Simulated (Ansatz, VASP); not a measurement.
# One calculation of SnTe, two programs

```xyz
2
Lattice="0.0000 3.1565 3.2196 3.1565 0.0000 3.2196 3.1565 3.1565 0.0000" Properties=species:S:1:pos:R:3 pbc="T T T"
Sn    0.0000    0.0000    0.0000
Te    3.1565    3.1565    3.2196
```

Change from the starting cell: zz strain of +2 %.

Alike in both runs: task single point; functional LDA; k mesh 11 × 11 × 11; occupations fermi-dirac, width 0.08 eV; no spin polarisation.

|  | VASP | Ansatz |
| --- | --- | --- |
| version | VASP 6.6.1 | Ansatz 0.2.0 |
| potentials or method | VASP PAW LDA potentials, release 64 (Sn_d, Te), cutoff 520 eV | all-electron LAPW, scalar-relativistic |

```tsv
	VASP	Ansatz	Ansatz less VASP
pressure (GPa)	-2.5	-2.5	-0.01
traceless stress, the component that is largest in VASP (GPa)	-1.44	-1.43	+0.011
```

LDA's correlation is that of Perdew and Zunger in VASP and of Perdew and Wang (1992) in Ansatz. Ansatz ran all-electron here, and VASP with PAW potentials.

Neither program's run includes spin-orbit coupling.
